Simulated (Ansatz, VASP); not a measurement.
# Two plane-wave programs on InAs

```
In As
1.0
     0.00000    3.04916    3.04916
     3.04916    0.00000    3.04916
     3.04916    3.04916    0.00000
In As
1 1
Direct
  0.00000 0.00000 0.00000
  0.25000 0.25000 0.25000
```

Alike in both runs: task single point; functional PBE; k mesh 6 × 6 × 6; occupations gaussian, width 0.05 eV; no spin polarisation.

```csv
,VASP,Ansatz
version,VASP 6.6.1,Ansatz 0.2.0
potentials or method,"VASP PAW PBE potentials, release 64 (In_d, As), cutoff 500 eV","scalar-relativistic, plane waves, PAW"
valence electrons in the cell,18,28
```

|  | VASP | Ansatz | Ansatz less VASP |
| --- | --- | --- | --- |
| gap on the k mesh at the Fermi level (eV) | none | none | - |
| pressure (GPa) | 2.4 | 2.4 | -0.06 |

A gap of «none» marks a metal or a gap that the smearing closes. VASP's potentials hold 18 valence electrons a cell and Ansatz's 28, so a difference there can come from the potentials and not from the codes.
